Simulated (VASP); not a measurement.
# CoSn2 (I4/mcm) in VASP: single point with r2SCAN

Aim: the single point of CoSn2 with r2SCAN.

All numbers are computed with VASP 6.6.1; they aren't measurements. Logs are shortened: lines on timing, memory, paths and dates and some standing lists are left out, and cuts for length are marked.

### Step 1. The cell of the first run

Symmetry: I4/mcm, No. 140, tetragonal system. The conventional cell has a = 6.365 Å, b = 6.365 Å, c = 5.457 Å, α = 90.00°, β = 90.00°, γ = 90.00°. Co (site symmetry 422) has 2 Co at 2.73 Å and 8 Sn at 2.76 Å within 3.6 Å. Sn (site symmetry m2m) has 4 Co at 2.76 Å and 11 Sn at 2.84 to 3.39 Å within 3.6 Å.

### Step 2. Single point, r2SCAN, collinear spin, ferromagnetic start

Contents of POSCAR:

```
CoSn2
1.0
   -3.1825000000      3.1825000000      2.7285000000
    3.1825000000     -3.1825000000      2.7285000000
    3.1825000000      3.1825000000     -2.7285000000
Co Sn
2 4
Direct
    0.2500000000      0.2500000000      0.0000000000
    0.7500000000      0.7500000000      0.0000000000
    0.6580000000      0.1580000000      0.8160000000
    0.1580000000      0.3420000000      0.5000000000
    0.3420000000      0.8420000000      0.1840000000
    0.8420000000      0.6580000000      0.5000000000
```

Contents of INCAR.step1:

```
ALGO     = Normal         # electronic algorithm
EDIFF    = 1E-4           # SCF threshold, eV
ENCUT    = 520            # plane-wave cutoff, eV
GGA      = PE             # functional
ISMEAR   = 0              # smearing method
ISPIN    = 2              # spin polarisation
LASPH    = T              # aspherical terms in the spheres
LCHARG   = F              # write CHGCAR
LMAXMIX  = 4              # l up to which the mixer works
LREAL    = F              # projectors in reciprocal space
LWAVE    = T              # write WAVECAR
MAGMOM   = 3 3 0 0 0 0    # initial moments
NBANDS   = 50             # bands
NELM     = 150            # most SCF steps
PREC     = Accurate       # precision mode
SIGMA    = 0.1            # smearing width, eV
```

Contents of INCAR.step2:

```
ALGO     = Normal         # electronic algorithm
EDIFF    = 1E-7           # SCF threshold, eV
ENCUT    = 520            # plane-wave cutoff, eV
ISIF     = 2              # what is computed and relaxed
ISMEAR   = 0              # smearing method
ISPIN    = 2              # spin polarisation
ISTART   = 1            
LASPH    = T              # aspherical terms in the spheres
LCHARG   = T              # write CHGCAR
LELF     = T              # ELF
LMAXMIX  = 4              # l up to which the mixer works
LMIXTAU  = T            
LORBIT   = 11             # projections on sites
LREAL    = F              # projectors in reciprocal space
LVHAR    = T            
LWAVE    = F              # write WAVECAR
MAGMOM   = 3 3 0 0 0 0    # initial moments
METAGGA  = R2SCAN         # meta-GGA
NBANDS   = 50             # bands
NELM     = 150            # most SCF steps
PREC     = Accurate       # precision mode
SIGMA    = 0.1            # smearing width, eV
```

Contents of KPOINTS:

```
k-points
0
Gamma
  4 4 4
```

Potentials or basis: VASP PAW PBE potentials, release 64 (Co, Sn_d).

Launch:

```console
$ cat potpaw_PBE.64/Co/POTCAR potpaw_PBE.64/Sn_d/POTCAR > POTCAR
$ cp INCAR.step1 INCAR
$ mpirun -np 1 vasp_std > vasp.out
$ cp INCAR.step2 INCAR
$ mpirun -np 1 vasp_std > vasp.out
```

OUTCAR:

```text
EDIFF = 1E-7
   ENCUT = 520
   ISIF = 2
   ISMEAR = 0
   ISPIN = 2
   ISTART = 1
   LASPH = T
   LORBIT = 11
   LREAL = F
   METAGGA = R2SCAN
   NELM = 150
   PREC = Accurate

 ion  position               nearest neighbor table
   1  0.250  0.250  0.000-   2 2.73   2 2.73   6 2.76   3 2.76   4 2.76   5 2.76   4 2.76   6 2.76
                             3 2.76   5 2.76
   2  0.750  0.750  0.000-   1 2.73   1 2.73   5 2.76   3 2.76   5 2.76   6 2.76   6 2.76   3 2.76
                             4 2.76   4 2.76
   3  0.658  0.158  0.816-   1 2.76   2 2.76   1 2.76   2 2.76   5 2.84   5 3.19   5 3.19   6 3.39
                             4 3.39   4 3.39   6 3.39   6 3.39   4 3.39   4 3.39   6 3.39
   4  0.158  0.342  0.500-   2 2.76   1 2.76   1 2.76   2 2.76   6 2.84   6 3.19   6 3.19   5 3.39
                             3 3.39   3 3.39   5 3.39   5 3.39   5 3.39   3 3.39   3 3.39
   5  0.342  0.842  0.184-   1 2.76   2 2.76   1 2.76   2 2.76   3 2.84   3 3.19   3 3.19   6 3.39
                             4 3.39   6 3.39   4 3.39   4 3.39   6 3.39   6 3.39   4 3.39
   6  0.842  0.658  0.500-   1 2.76   2 2.76   2 2.76   1 2.76   4 2.84   4 3.19   4 3.19   5 3.39
                             3 3.39   3 3.39   5 3.39   5 3.39   5 3.39   3 3.39   3 3.39

  LATTYP: Found a body centered tetragonal cell.
 ALAT       =     6.3650000000
 C/A-ratio  =     0.8573448547

  Lattice vectors:

 A1 = (  -3.1825000000,   3.1825000000,   2.7285000000)
 A2 = (   3.1825000000,  -3.1825000000,   2.7285000000)
 A3 = (   3.1825000000,   3.1825000000,  -2.7285000000)

Analysis of symmetry for initial positions (statically):
=====================================================================
 Subroutine PRICEL returns:
 Original cell was already a primitive cell.

 Routine SETGRP: Setting up the symmetry group for a
 body centered tetragonal supercell.

 Subroutine GETGRP returns: Found 16 space group operations
 (whereof  8 operations were pure point group operations)
 out of a pool of 16 trial point group operations.

The static configuration has the point symmetry C_4h.
 The point group associated with its full space group is D_4h.

Analysis of symmetry for dynamics (positions and initial velocities):
=====================================================================
 Subroutine PRICEL returns:
 Original cell was already a primitive cell.

 Routine SETGRP: Setting up the symmetry group for a
 body centered tetragonal supercell.

 Subroutine GETGRP returns: Found 16 space group operations
 (whereof  8 operations were pure point group operations)
 out of a pool of 16 trial point group operations.

The dynamic configuration has the point symmetry C_4h.
 The point group associated with its full space group is D_4h.

Analysis of structural, dynamic, and magnetic symmetry:
=====================================================================
 Subroutine PRICEL returns:
 Original cell was already a primitive cell.

 Routine SETGRP: Setting up the symmetry group for a
 body centered tetragonal supercell.

 Subroutine GETGRP returns: Found 16 space group operations
 (whereof  8 operations were pure point group operations)
 out of a pool of 16 trial point group operations.

The overall configuration has the point symmetry C_4h.
 The point group associated with its full space group is D_4h.

 Subroutine INISYM returns: Found 16 space group operations
 (whereof  8 operations are pure point group operations),
 and found     1 'primitive' translations

----------------------------------------------------------------------------------------

                                     Primitive cell

  volume of cell :     110.5403

  direct lattice vectors                    reciprocal lattice vectors
    -3.182500000  3.182500000  2.728500000     0.000000000  0.157109191  0.183250870
     3.182500000 -3.182500000  2.728500000     0.157109191  0.000000000  0.183250870
     3.182500000  3.182500000 -2.728500000     0.157109191  0.157109191  0.000000000

  length of vectors
     5.263204798  5.263204798  5.263204798     0.241379741  0.241379741  0.222185949

  position of ions in fractional coordinates (direct lattice)
     0.250000000  0.250000000  0.000000000
     0.750000000  0.750000000  0.000000000
[... 55 lines left out ...]
   k-points           NKPTS =     13   k-points in BZ     NKDIM =     13   number of bands    NBANDS=     50
   number of dos      NEDOS =    301   number of ions     NIONS =      6
   total plane-waves  NPLWV =  64000
   dimension x,y,z NGX =    40 NGY =   40 NGZ =   40
   dimension x,y,z NGXF=    80 NGYF=   80 NGZF=   80
   ions per type =               2   4
   NGX,Y,Z   is equivalent  to a cutoff of  12.63, 12.63, 12.63 a.u.
   NGXF,Y,Z  is equivalent  to a cutoff of  25.27, 25.27, 25.27 a.u.
 SYSTEM =  unknown system
   PREC   = accura    normal or accurate (medium, high low for compatibility)
   ISTART =      1    job   : 0-new  1-cont  2-samecut
   ICHARG =      0    charge: 1-file 2-atom 10-const
   ISPIN  =      2    spin polarized calculation?
   LNONCOLLINEAR =      F non collinear calculations
   LSORBIT =      F    spin-orbit coupling
   LASPH  =      T    aspherical Exc in radial PAW
   ENCUT  =  520.0 eV  38.22 Ry    6.18 a.u.   9.79  9.79  9.79*2*pi/ulx,y,z
   NELM   =    150;   NELMIN=  2; NELMDL=  0     # of ELM steps
   EDIFF  = 0.1E-06   stopping-criterion for ELM
   LREAL  =      F    real-space projection
   EDIFFG = 0.1E-05   stopping-criterion for IOM
   NSW    =      0    number of steps for IOM
   IBRION =     -1    ionic relax: 0-MD 1-quasi-New 2-CG
   NFREE  =      0    steps in history (QN), initial steepest desc. (CG)
   ISIF   =      2    stress and relaxation
   ISYM   =      2    0-nonsym 1-usesym 2-fastsym
   POTIM  = 0.5000    time-step for ionic-motion
   TEBEG  =    0.0;   TEEND  =   0.0 temperature during run
   PSTRESS=    0.0 pullay stress
   NELECT =      74.0000    total number of electrons
   NUPDOWN=      -1.0000    fix difference up-down
   EMIN   =  10.00;   EMAX   =-10.00  energy-range for DOS
   EFERMI =   0.00;   METHOD = LEGACY
   ISMEAR =     0;   SIGMA  =   0.10  broadening in eV -4-tet -1-fermi 0-gaus
   EFERMI_NEDOS =   21; number of points for ismear=-14 and -15
   IALGO  =     38    algorithm
   IMIX   =      4    mixing-type and parameters
     AMIX     =   0.40;   BMIX     =  1.00
     AMIX_MAG =   1.60;   BMIX_MAG =  1.00
  volume/ion in A,a.u.               =      18.42       124.33
  Fermi-wavevector in a.u.,A,eV,Ry     =   1.432117  2.706309 27.904990  2.050959
  Thomas-Fermi vector in A             =   2.551779
   LORBIT       =     11    0 simple, 1 ext, 2 COOP (PROOUT), +10 PAW based schemes
   METAGGA = R2SCAN    functional components
   LHFCALC =     F    Hartree Fock is set to
   AEXX    =    0.0000 exact exchange contribution
   IVDW    =     0    specifies the selected vdW correction
   LEPSILON=     F    determine dielectric tensor
   LRPA    =     F    only Hartree local field effects (RPA)
 spin polarized calculation
 Gauss-broadening in eV      SIGMA  =   0.10
  energy-cutoff  :      520.00
  volume of cell :      110.54
 maximum number of plane-waves:      3023
   NGX = 19   NGY = 19   NGZ = 19

 number of electron      74.0000012 magnetization       0.0053662

 number of electron      74.0000012 magnetization      -0.0003444

 Free energy of the ion-electron system (eV)
  ---------------------------------------------------
  ext. energy  EPLUGINS =         0.00000000
  ---------------------------------------------------
  free energy    TOTEN  =      -124.65762878 eV

  energy without entropy =     -124.64109136  energy(sigma->0) =     -124.64936007

 E-fermi :  10.3398     XC(G=0): -12.8227

 val. band max:       10.2329668712   @ k =   0.2500   0.2500   0.0000
 cond. band min:      10.3475293777   @ k =  -0.2500   0.2500   0.2500
 fundamental gap:      0.1145625065
 Fermi energy:        10.3397726555

 spin component 1

 k-point     1 :       0.0000    0.0000    0.0000
  band No.  band energies     occupation
      1     -11.9325      1.00000
      2     -11.9006      1.00000
      3     -11.8607      1.00000
      4     -11.8437      1.00000
      5     -11.8335      1.00000
      6     -11.8335      1.00000
[... 665 lines left out ...]
     48      19.2554      0.00000
     49      20.1026      0.00000
 Fermi energy:        10.3397726555

 spin component 2

 k-point     1 :       0.0000    0.0000    0.0000
  band No.  band energies     occupation
      1     -11.9325      1.00000
      2     -11.9006      1.00000
      3     -11.8607      1.00000
      4     -11.8437      1.00000
      5     -11.8335      1.00000
      6     -11.8335      1.00000
[... 665 lines left out ...]
     48      19.2554      0.00000
     49      20.1017      0.00000
 [bands above 49 left out]

------------------------ aborting loop because EDIFF is reached ----------------------------------------

  FORCE on cell =-STRESS in cart. coord.  units (eV):
  Direction    XX          YY          ZZ          XY          YZ          ZX
  --------------------------------------------------------------------------------------
  -------------------------------------------------------------------------------------
  Total       -1.1544971     -1.1544971     -2.1035622      0.0000000      0.0000000      0.0000000
  in kB      -16.7333405    -16.7333405    -30.4891395      0.0000000      0.0000000      0.0000000
  external PRESSURE =     -21.3186069 kB  Pullay stress =       0.0000000 kB

 VOLUME and BASIS-vectors are now :
 -----------------------------------------------------------------------------
  energy-cutoff  :      520.00
  volume of cell :      110.54
      direct lattice vectors                 reciprocal lattice vectors
    -3.182500000  3.182500000  2.728500000     0.000000000  0.157109191  0.183250870
     3.182500000 -3.182500000  2.728500000     0.157109191  0.000000000  0.183250870
     3.182500000  3.182500000 -2.728500000     0.157109191  0.157109191  0.000000000

 POSITION                                       TOTAL-FORCE (eV/Angst)
 -----------------------------------------------------------------------------------
      0.00000      0.00000      1.36425         0.000000      0.000000     -0.000000
      0.00000      0.00000      4.09275         0.000000      0.000000     -0.000000
      1.00567      4.18817      0.00000         0.592117      0.592117      0.000000
      2.17683      1.00567      0.00000        -0.592117      0.592117     -0.000000
      2.17683     -1.00567      2.72850        -0.592117     -0.592117      0.000000
      1.00567      2.17683      2.72850         0.592117     -0.592117     -0.000000
 -----------------------------------------------------------------------------------
    total drift:                                0.000000      0.000000     -0.000000

  FREE ENERGIE OF THE ION-ELECTRON SYSTEM (eV)
  ---------------------------------------------------
  free  energy   TOTEN  =      -124.6576287845 eV

  energy  without entropy=     -124.6410913559  energy(sigma->0) =     -124.64936007

 total charge

# of ion       s       p       d       tot
------------------------------------------
    1        0.380   0.405   7.438   8.223
    2        0.380   0.405   7.438   8.223
    3        1.141   1.166  10.033  12.340
    4        1.141   1.166  10.033  12.340
    5        1.141   1.166  10.033  12.340
    6        1.141   1.166  10.033  12.340
--------------------------------------------------
tot          5.323   5.475  55.009  65.806

 magnetization (x)

# of ion       s       p       d       tot
------------------------------------------
    1       -0.000  -0.000  -0.000  -0.000
    2       -0.000  -0.000  -0.000  -0.000
    3       -0.000   0.000  -0.000   0.000
    4       -0.000   0.000  -0.000   0.000
    5       -0.000   0.000  -0.000   0.000
    6       -0.000   0.000  -0.000   0.000
--------------------------------------------------
tot         -0.000   0.000  -0.000  -0.000
```

Run time: 6.9 min. Hardware: 1 thread of Intel Xeon 6975P-C (Granite Rapids), shared host; peak memory 0.37 GiB.

What came out:

| Item | Value |
| --- | --- |
| Free energy | -124.6576 eV |
| Pressure | -2.1 GPa |
| Largest force | 0.837 eV/Å |
| Band gap on the k mesh | zero (filled and empty bands overlap) |
| Net moment | 0.00 μB per cell |
| Valence electrons inside the program's atomic spheres | Co 8.22; Sn 12.34 |

Forces in eV/Å, atoms in the order of the input:
```
Co   0.000  0.000  0.000
Co   0.000  0.000  0.000
Sn   0.592  0.592  0.000
Sn  -0.592  0.592  0.000
Sn  -0.592 -0.592  0.000
Sn   0.592 -0.592  0.000
```

Caveat: the k points lie up to 0.38 Å⁻¹ apart; the starting moments collapsed, and a magnetic state may lie lower; the PAW data sets were made with another functional, which shifts forces and pressure a little; spin-orbit coupling is left out, which moves the levels of the heavy elements.
